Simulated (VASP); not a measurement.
# Au (Pm-3m) in VASP: notebook

Au is run at these levels: r2SCANh, PBE+D3(BJ); tasks: single point.

Program: VASP 6.6.1. These are calculated values, not measurements. Logs are shortened: lines on timing, memory, paths and dates and some standing lists are left out, and cuts for length are marked.

### Step 1. The cell of the first run

Symmetry: Pm-3m, No. 221, cubic system. The conventional cell has a = 2.748 Å, b = 2.748 Å, c = 2.748 Å, α = 90.00°, β = 90.00°, γ = 90.00°. Within 3.6 Å of Au (site symmetry m-3m) lie 6 Au at 2.75 Å.

### Step 2. Single point, r2SCANh

Input file POSCAR:

```
Au
1.0
    2.7484100000      0.0000000000      0.0000000000
    0.0000000000      2.7484100000      0.0000000000
    0.0000000000      0.0000000000      2.7484100000
Au
1
Direct
    0.5000000000      0.5000000000      0.5000000000
```

Input file INCAR.step1:

```
PREC = Accurate
ENCUT = 520
EDIFF = 1E-5
ISMEAR = -1
SIGMA = 0.05
LREAL = F
LASPH = T
NELM = 80
ALGO = Normal
ISIF = 2
LWAVE = T
LCHARG = F
NBANDS = 12
GGA = PE
```

Input file INCAR.step2:

```
PREC = Accurate
ENCUT = 520
EDIFF = 1E-7
ISMEAR = -1
SIGMA = 0.05
LREAL = F
LASPH = T
NELM = 80
ALGO = Normal
ISIF = 2
LWAVE = F
LCHARG = F
METAGGA = R2SCAN
LHFCALC = T
AEXX = 0.1
LMIXTAU = T
PRECFOCK = Normal
NBANDS = 12
ISTART = 1
```

Input file KPOINTS:

```
regular mesh
0
Gamma
  5 5 5
```

Potentials or basis: VASP PAW PBE potentials, release 64 (Au).

Run with:

```bash
$ cat potpaw_PBE.64/Au/POTCAR > POTCAR
$ cp INCAR.step1 INCAR
$ mpirun -np 1 vasp_std > vasp.out
$ cp INCAR.step2 INCAR
$ mpirun -np 1 vasp_std > vasp.out
```

OUTCAR:

```text
PREC = Accurate
   ENCUT = 520
   EDIFF = 1E-7
   ISMEAR = -1
   LREAL = F
   LASPH = T
   NELM = 80
   ISIF = 2
   METAGGA = R2SCAN
   LHFCALC = T
   AEXX = 0.1
   PRECFOCK = Normal
   ISTART = 1

 ion  position               nearest neighbor table
   1  0.500  0.500  0.500-

  LATTYP: Found a simple cubic cell.
 ALAT       =     2.7484100000

  Lattice vectors:

 A1 = (   2.7484100000,   0.0000000000,   0.0000000000)
 A2 = (   0.0000000000,   2.7484100000,   0.0000000000)
 A3 = (   0.0000000000,   0.0000000000,   2.7484100000)

Analysis of symmetry for initial positions (statically):
=====================================================================
 Subroutine PRICEL returns:
 Original cell was already a primitive cell.

 Routine SETGRP: Setting up the symmetry group for a
 simple cubic supercell.

 Subroutine GETGRP returns: Found 48 space group operations
[... 9 lines left out ...]

 Routine SETGRP: Setting up the symmetry group for a
 simple cubic supercell.

 Subroutine GETGRP returns: Found 48 space group operations
[... 11 lines left out ...]
                                     Primitive cell

  volume of cell :      20.7608

  direct lattice vectors                    reciprocal lattice vectors
     2.748410000  0.000000000  0.000000000     0.363846733  0.000000000  0.000000000
     0.000000000  2.748410000  0.000000000     0.000000000  0.363846733  0.000000000
     0.000000000  0.000000000  2.748410000     0.000000000  0.000000000  0.363846733

  length of vectors
     2.748410000  2.748410000  2.748410000     0.363846733  0.363846733  0.363846733

  position of ions in fractional coordinates (direct lattice)
     0.500000000  0.500000000  0.500000000

  ion indices of the primitive-cell ions
   primitive index   ion index
                 1           1

----------------------------------------------------------------------------------------

 KPOINTS: regular mesh

Automatic generation of k-mesh.
 Grid dimensions read from file:
 generate k-points for:    5    5    5

 Generating k-lattice:

  Cartesian coordinates                     Fractional coordinates (reciprocal lattice)
     0.072769347  0.000000000  0.000000000     0.200000000  0.000000000  0.000000000
     0.000000000  0.072769347  0.000000000     0.000000000  0.200000000  0.000000000
     0.000000000  0.000000000  0.072769347     0.000000000  0.000000000  0.200000000

  Length of vectors
     0.072769347  0.072769347  0.072769347

  Shift w.r.t. Gamma in fractional coordinates (k-lattice)
     0.000000000  0.000000000  0.000000000

 Subroutine IBZKPT returns following result:
 ===========================================

 Found     10 irreducible k-points:

 Following reciprocal coordinates:
            Coordinates               Weight
  0.000000  0.000000  0.000000      1.000000
  0.200000  0.000000  0.000000      6.000000
  0.400000  0.000000  0.000000      6.000000
  0.200000  0.200000  0.000000     12.000000
  0.400000  0.200000  0.000000     24.000000
  0.400000  0.400000  0.000000     12.000000
  0.200000  0.200000  0.200000      8.000000
  0.400000  0.200000  0.200000     24.000000
  0.400000  0.400000  0.200000     24.000000
  0.400000  0.400000  0.400000      8.000000
   k-points           NKPTS =     10   k-points in BZ     NKDIM =    125   number of bands    NBANDS=     12
   number of dos      NEDOS =    301   number of ions     NIONS =      1
   total plane-waves  NPLWV =   8000
   dimension x,y,z NGX =    20 NGY =   20 NGZ =   20
   dimension x,y,z NGXF=    40 NGYF=   40 NGZF=   40
   ions per type =               1
   NGX,Y,Z   is equivalent  to a cutoff of  12.10, 12.10, 12.10 a.u.
   NGXF,Y,Z  is equivalent  to a cutoff of  24.20, 24.20, 24.20 a.u.
 SYSTEM =  unknown system
   PREC   = accura    normal or accurate (medium, high low for compatibility)
   ISTART =      1    job   : 0-new  1-cont  2-samecut
   ICHARG =      0    charge: 1-file 2-atom 10-const
   ISPIN  =      1    spin polarized calculation?
   LNONCOLLINEAR =      F non collinear calculations
   LSORBIT =      F    spin-orbit coupling
   LASPH  =      T    aspherical Exc in radial PAW
   ENCUT  =  520.0 eV  38.22 Ry    6.18 a.u.   5.11  5.11  5.11*2*pi/ulx,y,z
   NELM   =     80;   NELMIN=  2; NELMDL=  0     # of ELM steps
   EDIFF  = 0.1E-06   stopping-criterion for ELM
   LREAL  =      F    real-space projection
   EDIFFG = 0.1E-05   stopping-criterion for IOM
   NSW    =      0    number of steps for IOM
   IBRION =     -1    ionic relax: 0-MD 1-quasi-New 2-CG
   NFREE  =      0    steps in history (QN), initial steepest desc. (CG)
   ISIF   =      2    stress and relaxation
   ISYM   =      3    0-nonsym 1-usesym 2-fastsym
   POTIM  = 0.5000    time-step for ionic-motion
   TEBEG  =    0.0;   TEEND  =   0.0 temperature during run
   PSTRESS=    0.0 pullay stress
   NELECT =      11.0000    total number of electrons
   NUPDOWN=      -1.0000    fix difference up-down
   EMIN   =  10.00;   EMAX   =-10.00  energy-range for DOS
   EFERMI =   0.00;   METHOD = LEGACY
   ISMEAR =    -1;   SIGMA  =   0.05  broadening in eV -4-tet -1-fermi 0-gaus
   EFERMI_NEDOS =   21; number of points for ismear=-14 and -15
   IALGO  =     38    algorithm
   IMIX   =      1    mixing-type and parameters
     AMIX     =   0.40;   BMIX     =  1.00
     AMIX_MAG =   1.60;   BMIX_MAG =  1.00
  volume/ion in A,a.u.               =      20.76       140.10
  Fermi-wavevector in a.u.,A,eV,Ry     =   1.324720  2.503358 23.876646  1.754884
  Thomas-Fermi vector in A             =   2.454234
   LORBIT       =      0    0 simple, 1 ext, 2 COOP (PROOUT), +10 PAW based schemes
   METAGGA = R2SCAN    functional components
   LHFCALC =     T    Hartree Fock is set to
   PRECFOCK=normal    Normal, Fast or Accurate (Low or Medium for compatibility)
   ENCUT4O =  -1.0   cutoff for four orbital integrals eV
   NKREDX  =     1    reduce k-point grid by
   NKREDY  =     1    reduce k-point grid by
   NKREDZ  =     1    reduce k-point grid by
   AEXX    =    0.1000 exact exchange contribution
   HFSCREEN=    0.0000 screening length (either q_TF or 0.3 A-1)
   HFSCREENC=   0.0000 screening length for correlation (either q_TF or 0.3 A-1)
   ENCUTFOCK=  -1.0 apply spherical cutoff to Coloumb kernel
   IVDW    =     0    specifies the selected vdW correction
   LEPSILON=     F    determine dielectric tensor
   LRPA    =     F    only Hartree local field effects (RPA)
 non-spin polarized calculation
  energy-cutoff  :      520.00
  volume of cell :       20.76
 maximum number of plane-waves:       587
  NGX = 16; NGY = 16; NGZ = 16

 number of electron      10.9999996 magnetization

 Free energy of the ion-electron system (eV)
  ---------------------------------------------------
  ext. energy  EPLUGINS =         0.00000000
  ---------------------------------------------------
  free energy    TOTEN  =       -45.78380241 eV

  energy without entropy =      -45.77346767  energy(sigma->0) =      -45.77863504

 E-fermi :   6.1121     XC(G=0): -11.0733

 val. band max:        5.0928111135   @ k =   0.4000   0.2000   0.0000
 cond. band min:       6.1727426129   @ k =   0.4000   0.2000   0.2000
 fundamental gap:      1.0799314994
 Fermi energy:         6.1120914813

 k-point     1 :       0.0000    0.0000    0.0000
  band No.  band energies     occupation
      1      -2.3624      2.00000
      2      -0.4294      2.00000
      3      -0.4294      2.00000
      4       3.8822      2.00000
      5       3.8822      2.00000
      6       3.8822      2.00000
      7      20.9593      0.00000
      8      20.9593      0.00000
      9      20.9593      0.00000
     10      25.8992      0.00000
     11      28.5044      0.00000
     12      28.5044      0.00000

 k-point     2 :       0.2000    0.0000    0.0000
  band No.  band energies     occupation
      1      -1.4977      2.00000
      2      -0.2915      2.00000
      3       0.5142      2.00000
      4       3.3206      2.00000
      5       3.3206      2.00000
      6       3.9302      2.00000
      7      16.0728      0.00000
      8      22.4773      0.00000
      9      22.4773      0.00000
     10      26.2816      0.00000
     11      27.0000      0.00000
     12      33.3851      0.00000

 k-point     3 :       0.4000    0.0000    0.0000
  band No.  band energies     occupation
      1      -0.4830      2.00000
      2      -0.0590      2.00000
      3       2.5252      2.00000
      4       2.5252      2.00000
      5       3.9772      2.00000
      6       4.0087      2.00000
      7      10.2012      0.00000
      8      23.9728      0.00000
      9      25.5632      0.00000
     10      25.5632      0.00000
     11      26.1078      0.00000
     12      32.7791      0.00000
[... 76 lines left out ...]
 k-point     9 :       0.4000    0.4000    0.2000
  band No.  band energies     occupation
      1       0.1595      2.00000
      2       1.4850      2.00000
      3       1.7825      2.00000
      4       1.9172      2.00000
      5       4.3103      2.00000
      6       8.5697      0.00000
      7      13.3979      0.00000
      8      15.9072      0.00000
      9      19.7141      0.00000
     10      23.9912      0.00000
     11      27.1614      0.00000
     12      27.3659      0.00000

 k-point    10 :       0.4000    0.4000    0.4000
  band No.  band energies     occupation
      1       0.4210      2.00000
      2       0.6408      2.00000
      3       0.6408      2.00000
      4       4.4413      2.00000
      5       4.4413      2.00000
      6      11.0865      0.00000
      7      16.0908      0.00000
      8      16.0908      0.00000
      9      17.5691      0.00000
     10      21.6671      0.00000
     11      24.2159      0.00000
     12      24.2159      0.00000

------------------------ aborting loop because EDIFF is reached ----------------------------------------

  FORCE on cell =-STRESS in cart. coord.  units (eV):
  Direction    XX          YY          ZZ          XY          YZ          ZX
  --------------------------------------------------------------------------------------
  -------------------------------------------------------------------------------------
  Total       -0.3169799     -0.3169799     -0.3169799      0.0000000      0.0000000      0.0000000
  in kB      -24.4623234    -24.4623234    -24.4623234      0.0000000      0.0000000      0.0000000
  external PRESSURE =     -24.4623234 kB  Pullay stress =       0.0000000 kB

 VOLUME and BASIS-vectors are now :
 -----------------------------------------------------------------------------
  energy-cutoff  :      520.00
  volume of cell :       20.76
      direct lattice vectors                 reciprocal lattice vectors
     2.748410000  0.000000000  0.000000000     0.363846733  0.000000000  0.000000000
     0.000000000  2.748410000  0.000000000     0.000000000  0.363846733  0.000000000
     0.000000000  0.000000000  2.748410000     0.000000000  0.000000000  0.363846733

 POSITION                                       TOTAL-FORCE (eV/Angst)
 -----------------------------------------------------------------------------------
      1.37420      1.37420      1.37420         0.000000      0.000000      0.000000
 -----------------------------------------------------------------------------------
    total drift:                                0.000000     -0.000000     -0.000000

  FREE ENERGIE OF THE ION-ELECTRON SYSTEM (eV)
  ---------------------------------------------------
  free  energy   TOTEN  =       -45.7838024086 eV

  energy  without entropy=      -45.7734676729  energy(sigma->0) =      -45.77863504
```

It took 1.9 min on 1 thread of Intel Xeon Platinum 8488C (Sapphire Rapids), shared host; peak memory 0.13 GiB.

What came out:

- Free energy: -45.7838 eV
- Pressure: -2.4 GPa

Caveat: the k points lie up to 0.46 Å⁻¹ apart; the PAW data sets were made with another functional, which shifts forces and pressure a little; spin-orbit coupling is left out, which moves the levels of the heavy elements.

[end of part 1 of 3]
